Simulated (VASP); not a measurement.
# BN (vib) (F-43m) in VASP: vibrations by perturbation theory with LDA

Aim: the vibrations by perturbation theory of BN (vib) with LDA.

Everything below comes from runs of VASP 6.6.1. Logs are shortened: lines on timing, memory, paths and dates and some standing lists are left out, and cuts for length are marked.

**1. The cell of the first run**

The structure is cubic, space group F-43m (No. 216). The conventional cell has a = 3.580 Å, b = 3.580 Å, c = 3.580 Å, α = 90.00°, β = 90.00°, γ = 90.00°. B (site symmetry -43m) has 4 N at 1.55 Å within 2.1 Å. N (site symmetry -43m) has 4 B at 1.55 Å within 2.1 Å.

**2. Vibrations by perturbation theory, LDA**

Contents of INCAR:

```
PREC = Accurate
ENCUT = 600
EDIFF = 1E-8
ISMEAR = 0
SIGMA = 0.01
LREAL = False
LASPH = True
NELM = 120
ALGO = Normal
ISIF = 2
LWAVE = False
LCHARG = False
GGA = CA
IBRION = 8
NSW = 1
LEPSILON = True
GGA_COMPAT = False
```

Contents of KPOINTS:

```
regular mesh
0
Gamma
  8 8 8
```

Contents of POSCAR:

```
BN
1.0
    0.0000000000      1.7899407152      1.7899407152
    1.7899407152      0.0000000000      1.7899407152
    1.7899407152      1.7899407152      0.0000000000
B N
1 1
Direct
    0.0000000000      0.0000000000      0.0000000000
    0.2500000000      0.2500000000      0.2500000000
```

Potentials or basis: VASP PAW LDA potentials, release 64 (B, N).

Run with:

```sh
cat potpaw_LDA.64/B/POTCAR potpaw_LDA.64/N/POTCAR > POTCAR
mpirun -np 1 vasp_std > vasp.out
```

OUTCAR:

```text
PREC = Accurate
   ENCUT = 600
   EDIFF = 1E-8
   ISMEAR = 0
   LREAL = False
   LASPH = True
   NELM = 120
   ISIF = 2
   GGA = CA
   IBRION = 8
   NSW = 1
   LEPSILON = True

 ion  position               nearest neighbor table
   1  0.000  0.000  0.000-   2 1.55   2 1.55   2 1.55   2 1.55
   2  0.250  0.250  0.250-   1 1.55   1 1.55   1 1.55   1 1.55

  LATTYP: Found a face centered cubic cell.
 ALAT       =     3.5798814304

  Lattice vectors:

 A1 = (   0.0000000000,   1.7899407152,   1.7899407152)
 A2 = (   1.7899407152,   0.0000000000,   1.7899407152)
 A3 = (   1.7899407152,   1.7899407152,   0.0000000000)

Analysis of symmetry for initial positions (statically):
=====================================================================
 Subroutine PRICEL returns:
 Original cell was already a primitive cell.

 Routine SETGRP: Setting up the symmetry group for a
 face centered cubic supercell.

 Subroutine GETGRP returns: Found 24 space group operations
 (whereof 24 operations were pure point group operations)
 out of a pool of 48 trial point group operations.

The static configuration has the point symmetry T_d .

Analysis of symmetry for dynamics (positions and initial velocities):
=====================================================================
 Subroutine PRICEL returns:
 Original cell was already a primitive cell.

 Routine SETGRP: Setting up the symmetry group for a
 face centered cubic supercell.

 Subroutine GETGRP returns: Found 24 space group operations
 (whereof 24 operations were pure point group operations)
 out of a pool of 48 trial point group operations.

The dynamic configuration has the point symmetry T_d .

 Subroutine INISYM returns: Found 24 space group operations
 (whereof 24 operations are pure point group operations),
 and found     1 'primitive' translations

----------------------------------------------------------------------------------------

                                     Primitive cell

  volume of cell :      11.4695

  direct lattice vectors                    reciprocal lattice vectors
     0.000000000  1.789940715  1.789940715    -0.279338861  0.279338861  0.279338861
     1.789940715  0.000000000  1.789940715     0.279338861 -0.279338861  0.279338861
     1.789940715  1.789940715  0.000000000     0.279338861  0.279338861 -0.279338861

  length of vectors
     2.531358435  2.531358435  2.531358435     0.483829099  0.483829099  0.483829099

  position of ions in fractional coordinates (direct lattice)
     0.000000000  0.000000000  0.000000000
     0.250000000  0.250000000  0.250000000

  ion indices of the primitive-cell ions
   primitive index   ion index
                 1           1
                 2           2

----------------------------------------------------------------------------------------

 KPOINTS: regular mesh

Automatic generation of k-mesh.
 Grid dimensions read from file:
 generate k-points for:    8    8    8

 Generating k-lattice:

  Cartesian coordinates                     Fractional coordinates (reciprocal lattice)
    -0.034917358  0.034917358  0.034917358     0.125000000  0.000000000  0.000000000
     0.034917358 -0.034917358  0.034917358     0.000000000  0.125000000  0.000000000
     0.034917358  0.034917358 -0.034917358     0.000000000  0.000000000  0.125000000

  Length of vectors
     0.060478637  0.060478637  0.060478637

[... 408 lines left out ...]
  free energy    TOTEN  =        -0.12018928 eV

  energy without entropy =       -0.12018928

------------------------ aborting loop because EDIFF is reached ----------------------------------------

--------------------------------------- Ionic step        2  -------------------------------------------

------------------------ aborting loop because EDIFF is reached ----------------------------------------

--------------------------------------- Ionic step        3  -------------------------------------------

------------------------ aborting loop because EDIFF is reached ----------------------------------------

 PIEZOELECTRIC TENSOR FIELD DIRECTION 3  (e Angst)
 -----------------------------------------------------------------------------
    -0.00026 -0.73566  0.00000           ( -0.00000 -0.00998  0.00000)
    -0.73566 -0.00026  0.00000           ( -0.00998 -0.00000  0.00000)
     0.00000  0.00000  0.00015           (  0.00000  0.00000 -0.00000)

 PIEZOELECTRIC TENSOR FIELD DIRECTION 3  (C/m^2)
 -----------------------------------------------------------------------------
    -0.00036 -1.02764  0.00000
    -1.02764 -0.00036  0.00000
     0.00000  0.00000  0.00021

--------------------------------------- Ionic step        4  -------------------------------------------

------------------------ aborting loop because EDIFF is reached ----------------------------------------

[... ionic steps 5 to 6 ...]

--------------------------------------- Ionic step        7  -------------------------------------------

 Free energy of the ion-electron system (eV)
  ---------------------------------------------------
  ---------------------------------------------------
  free energy    TOTEN  =        -0.22716283 eV

  energy without entropy =       -0.22716283

------------------------ aborting loop because EDIFF is reached ----------------------------------------

 INTERNAL STRAIN TENSOR  FOR ION    2  DIRECTION 1   (eV/Angst):
 -----------------------------------------------------------------------------
    -0.03917  0.00000  0.00000
     0.00000  0.02173 -2.86613
     0.00000 -2.86613  0.02173

 MACROSCOPIC STATIC DIELECTRIC TENSOR (including local field effects in DFT)
 ------------------------------------------------------
           4.578209    -0.000000     0.000000
           0.000000     4.578209    -0.000000
          -0.000000     0.000000     4.578209
 ------------------------------------------------------

 PIEZOELECTRIC TENSOR (including local field effects)  for field in x, y, z        (e  Angst)
          XX          YY          ZZ          XY          YZ          ZX
  --------------------------------------------------------------------------------
  x     0.00000    -0.00000     0.00000     0.00000    -0.73655     0.00000
  y    -0.00000    -0.00000     0.00000     0.00000     0.00000    -0.73655
  z    -0.00000     0.00000     0.00000    -0.73655     0.00000     0.00000

 PIEZOELECTRIC TENSOR (including local field effects)  for field in x, y, z        (C/m^2)
          XX          YY          ZZ          XY          YZ          ZX
  --------------------------------------------------------------------------------
  x     0.00000    -0.00000     0.00000     0.00000    -1.02889     0.00000
  y    -0.00000    -0.00000     0.00000     0.00000     0.00000    -1.02889
  z    -0.00000     0.00000     0.00000    -1.02889     0.00000     0.00000

 BORN EFFECTIVE CHARGES (including local field effects) (in |e|, cummulative output)
 ---------------------------------------------------------------------------------
 ion    1
    1     1.87393     0.00000     0.00000
    2     0.00000     1.87393     0.00000
    3     0.00000     0.00000     1.87393
 ion    2
    1    -1.87393     0.00000     0.00000
    2     0.00000    -1.87393     0.00000
    3     0.00000     0.00000    -1.87393

 INTERNAL STRAIN TENSOR FOR ION    2 for displacements in x,y,z  (eV/Angst):
          X           Y           Z          XY          YZ          ZX
  --------------------------------------------------------------------------------
  x     0.00000     0.00000     0.00000     0.00000    -2.86613     0.00000
  y     0.00000    -0.00000     0.00000     0.00000     0.00000    -2.86613
  z     0.00000     0.00000     0.00000    -2.86613     0.00000     0.00000

 SECOND DERIVATIVES (NOT SYMMETRIZED)
 ------------------------------------
               1X          1Y          1Z          2X          2Y          2Z
  1X   -25.743488    0.000000    0.000000   25.743488    0.000000    0.000000
  1Y     0.000000  -25.743488    0.000000    0.000000   25.743488    0.000000
  1Z     0.000000    0.000000  -25.743488    0.000000    0.000000   25.743488
  2X    25.735851    0.000000    0.000000  -25.735851    0.000000    0.000000
  2Y     0.000000   25.735851    0.000000    0.000000  -25.735851    0.000000
  2Z     0.000000    0.000000   25.735851    0.000000    0.000000  -25.735851

 Eigenvectors and eigenvalues of the dynamical matrix
 ----------------------------------------------------

   1 f  =   32.112549 THz   201.769094 2PiTHz 1071.159325 cm-1   132.806770 meV
             X         Y         Z           dx          dy          dz
      0.000000  0.000000  0.000000    -0.751237    0.000000    0.000000
      0.894970  0.894970  0.894970     0.660033    0.000000    0.000000
[... 21 lines left out ...]
   6 f/i=    0.002362 THz     0.014840 2PiTHz    0.078784 cm-1     0.009768 meV
             X         Y         Z           dx          dy          dz
      0.000000  0.000000  0.000000     0.000000    0.000000   -0.660033
      0.894970  0.894970  0.894970     0.000000    0.000000   -0.751237

--------------------------------------------------------------------------------------------------------

 MACROSCOPIC STATIC DIELECTRIC TENSOR IONIC CONTRIBUTION
 ------------------------------------------------------
           2.152399     0.000000     0.000000
           0.000000     2.152399     0.000000
           0.000000     0.000000     2.152399
 ------------------------------------------------------

 ELASTIC MODULI CONTR FROM IONIC RELAXATION (kBar)
 Direction    XX          YY          ZZ          XY          YZ          ZX
 --------------------------------------------------------------------------------
 XX          -0.0000     -0.0000     -0.0000     -0.0000      0.0000     -0.0000
 YY          -0.0000     -0.0000     -0.0000     -0.0000      0.0000      0.0000
 ZZ          -0.0000     -0.0000     -0.0000      0.0000      0.0000     -0.0000
 XY          -0.0000     -0.0000      0.0000    -41.5509      0.0000      0.0000
 YZ           0.0000      0.0000      0.0000      0.0000    -41.5509      0.0000
 ZX          -0.0000      0.0000     -0.0000      0.0000      0.0000    -41.5509
 --------------------------------------------------------------------------------

 PIEZOELECTRIC TENSOR IONIC CONTR  for field in x, y, z        (C/m^2)
          XX          YY          ZZ          XY          YZ          ZX
  --------------------------------------------------------------------------------
  x    -0.00000    -0.00000    -0.00000     0.00000     0.28140     0.00000
  y     0.00000    -0.00000     0.00000     0.00000     0.00000     0.28140
  z     0.00000     0.00000    -0.00000     0.28140     0.00000     0.00000
```

It took 90 s on 1 thread of Intel Xeon 8259CL, shared host; peak memory 0.14 GiB.

What came out:

```
Electronic dielectric tensor (diagonal)                 : 4.58
Born charges (mean of the diagonal)                     : B +1.87; N -1.87 e
Highest phonon frequency at Γ, LO-TO splitting left out : 1071 cm⁻¹
```

Phonon frequencies in cm⁻¹ (negative: imaginary):
| q point | frequencies |
| --- | --- |
| (0.000, 0.000, 0.000) | 0 0 0 1071 1071 1071 |

Electronic dielectric tensor:
```
4.58 0.00 0.00
0.00 4.58 0.00
0.00 0.00 4.58
```

Born effective charge tensors (e):
atom 1, B
```
1.87 0.00 0.00
0.00 1.87 0.00
0.00 0.00 1.87
```
atom 2, N
```
-1.87  0.00  0.00
 0.00 -1.87  0.00
 0.00  0.00 -1.87
```

Caveat: the k points lie up to 0.38 Å⁻¹ apart.
